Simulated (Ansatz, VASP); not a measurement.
## Ir in VASP and in Ansatz

Contents of INCAR:

```
PREC = Accurate
ENCUT = 520
EDIFF = 1E-6
ISMEAR = 0
SIGMA = 0.15
LREAL = F
LASPH = T
NELM = 80
ALGO = Normal
ISIF = 2
LWAVE = F
LCHARG = F
GGA = PS
NBANDS = 10
```

File KPOINTS:

```
Automatic mesh
0
Gamma
  22 22 22
```

The input POSCAR:

```
Ir
1.0
    0.0000000000      1.8429120000      1.8429120000
    1.8429120000      0.0000000000      1.8429120000
    1.8429120000      1.8429120000      0.0000000000
Ir
1
Direct
    0.0000000000      0.0000000000      0.0000000000
```

Input for Ansatz:

```yaml
crystal:
  lattice:
    - [0.0, 1.842912, 1.842912]
    - [1.842912, 0.0, 1.842912]
    - [1.842912, 1.842912, 0.0]
  atoms:
    - { symbol: Ir, position: [0.0, 0.0, 0.0] }
basis:
  ecutwfc: 420
kpoints:
  mp_grid: { grid: [22, 22, 22] }
hamiltonian:
  xc: pbesol
scf:
  occupations: { method: gaussian, width: 0.15 }
output:
  forces: true
  stress: true
  eigenvalues: true
```

Change from the starting cell: strain -0.040 along x and y, -0.040 along z, atoms carried along.

Alike in both runs: task single point; functional PBEsol; k mesh 22 × 22 × 22; occupations gaussian, width 0.15 eV; no spin polarisation.

|  | VASP | Ansatz |
| --- | --- | --- |
| version | VASP 6.6.1 | Ansatz 0.2.0 |
| potentials or method | VASP PAW PBE potentials, release 64 (Ir), cutoff 520 eV | scalar-relativistic, plane waves, PAW |
| valence electrons in the cell | 9 | 17 |

Ansatz gave:

| Item | Value |
| --- | --- |
| gap on the k mesh at the Fermi level (eV) | none |
| pressure (GPa) | 59.6 |

Which values does VASP return?

gap on the k mesh at the Fermi level (eV): none; pressure (GPa): 62.0.

VASP's potentials were made for PBE, not for PBEsol. A gap of «none» marks a metal or a gap that the smearing closes. Both programs put the cell under a high pressure, so it lies far from rest at this level. VASP's potentials hold 9 valence electrons a cell and Ansatz's 17, so a difference there can come from the potentials and not from the codes.

Neither program's run includes spin-orbit coupling. Noted on VASP's run: the cell as given lies far from equilibrium.
